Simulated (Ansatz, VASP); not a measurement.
BeTe: VASP beside Ansatz

```xyz
2
Lattice="0.0000 2.4607 2.4607 2.4607 0.0000 2.4607 2.4607 2.4607 0.0000" Properties=species:S:1:pos:R:3 pbc="T T T"
Be    0.0000    0.0000    0.0000
Te    2.4607    2.4607    2.4607
```

Change from the starting cell: volume scaled by 0.8, LAPW.

Alike in both runs: task single point; functional PBEsol; k mesh 15 × 15 × 15; occupations fermi-dirac, width 0.08 eV; no spin polarisation.

|  | VASP | Ansatz |
| --- | --- | --- |
| version | VASP 6.6.1 | Ansatz 0.2.0 |
| potentials or method | VASP PAW PBE potentials, release 64 (Be, Te), cutoff 520 eV | all-electron LAPW, scalar-relativistic |

Ansatz gave:

- pressure (GPa): 25.6

Q: Estimate VASP's values.

A: Pressure (GPa): 26.1.

VASP's potentials were made for PBE, not for PBEsol. Ansatz ran all-electron here, and VASP with PAW potentials.

Spin-orbit coupling is off throughout.
